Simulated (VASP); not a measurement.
Here is a VASP 6.6.1 calculation.

File INCAR:

```
SYSTEM = GaH
PREC = Accurate
ENCUT = 600
EDIFF = 1E-6
ISMEAR = 0
SIGMA = 0.1
LREAL = .FALSE.
LASPH = .TRUE.
NELM = 60
ALGO = Normal
ISIF = 3
LWAVE = .FALSE.
LCHARG = .FALSE.
GGA = PE
IBRION = 2
NSW = 90
EDIFFG = -0.025
```

File KPOINTS:

```
Automatic mesh
0
G
  6 6 6
  0 0 0
```

File POSCAR:

```
GaH
1.0
   -3.3376193409      3.3376193409      3.3376193409
    3.3376193409     -3.3376193409      3.3376193409
    3.3376193409      3.3376193409     -3.3376193409
Ga H
6 6
Direct
    0.2500000000      0.6250000000      0.3750000000
    0.3750000000      0.2500000000      0.6250000000
    0.7500000000      0.8750000000      0.1250000000
    0.1250000000      0.7500000000      0.8750000000
    0.6250000000      0.3750000000      0.2500000000
    0.8750000000      0.1250000000      0.7500000000
    0.6250000000      0.7500000000      0.3750000000
    0.2500000000      0.1250000000      0.8750000000
    0.8750000000      0.2500000000      0.1250000000
    0.7500000000      0.3750000000      0.6250000000
    0.3750000000      0.6250000000      0.7500000000
    0.1250000000      0.8750000000      0.2500000000
```

Potentials or basis: VASP PAW PBE potentials, release 64 (Ga_d, H).

Run with:

```console
$ cat potpaw_PBE.64/Ga_d/POTCAR potpaw_PBE.64/H/POTCAR > POTCAR
$ mpirun -np 1 vasp_std > vasp.out
```

Task: What does it give for the band gap on the k mesh?

Result: Zero (bands 42 and 43 overlap by 2.39 eV).

Final structure:
```
Ga H
1.0
    -3.33762    3.33762    3.33762
     3.33762   -3.33762    3.33762
     3.33762    3.33762   -3.33762
Ga H
6 6
Direct
  0.25000 0.62500 0.37500
  0.37500 0.25000 0.62500
  0.75000 0.87500 0.12500
  0.12500 0.75000 0.87500
  0.62500 0.37500 0.25000
  0.87500 0.12500 0.75000
  0.62500 0.75000 0.37500
  0.25000 0.12500 0.87500
  0.87500 0.25000 0.12500
  0.75000 0.37500 0.62500
  0.37500 0.62500 0.75000
  0.12500 0.87500 0.25000
```

Caveat: the relaxation stopped at its first step, so nothing moved.
